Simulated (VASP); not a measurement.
Runs of VASP 6.6.1 on Mg. The structure is that of space group Im-3m (No. 229), or close to it. The cells are those of the table. This isn't the form of Mg at room conditions, which is hcp.

```tsv
task	cell	k mesh	cutoff (eV)	gap on the mesh (eV)	pressure (GPa)
single point	a = 2.599 Å, angles 109.5°, 1 atom	20 × 20 × 20	520	none	51.0
single point	a = 2.437 Å, angles 109.5°, 1 atom	20 × 20 × 20	520	none	102.7
relaxation of cell and atoms	relaxed to 12 GPa from a = 2.866 Å, angles 109.5°, 1 atom	20 × 20 × 20	600	none	12.0
single point	a = 2.599 Å, angles 109.5°, 1 atom	16 × 16 × 16	520	none	51.0
single point	a = 2.506 Å, angles 109.5°, 1 atom	20 × 20 × 20	520	none	76.8
relaxation of cell and atoms	relaxed to 100 GPa from a = 2.506 Å, angles 109.5°, 1 atom	20 × 20 × 20	600	none	100.0
relaxation of cell and atoms	relaxed to 30 GPa from a = 2.708 Å, angles 109.5°, 1 atom	20 × 20 × 20	600	none	30.0
relaxation of cell and atoms	relaxed to 1e-06 GPa from a = 3.079 Å, angles 109.5°, 1 atom	20 × 20 × 20	600	none	0.0
relaxation of cell and atoms	relaxed to 30 GPa from a = 2.599 Å, angles 109.5°, 1 atom	20 × 20 × 20	600	none	30.0
relaxation of cell and atoms	relaxed to 1e-06 GPa from a = 2.866 Å, angles 109.5°, 1 atom	20 × 20 × 20	600	none	0.0
single point	a = 2.866 Å, angles 109.5°, 1 atom	20 × 20 × 20	520	none	(a)
single point	a = 2.708 Å, angles 109.5°, 1 atom	20 × 20 × 20	520	none	30.5
```

Alike in all rows: level PBEsol; potentials or basis VASP PAW PBE potentials, release 64 (Mg); no spin polarisation; smearing gaussian 0.1 eV.

Q: Fill in the values left out.

A: (a) 12.1.

Caveats: the PAW data sets were made with another functional, which shifts forces and pressure a little; the cell stands under pressure (at least some runs); the cell is relaxed towards a set pressure, so the run minimises the enthalpy, not the energy (at least some runs).

A gap of «none» marks levels without a gap at the run's occupations.
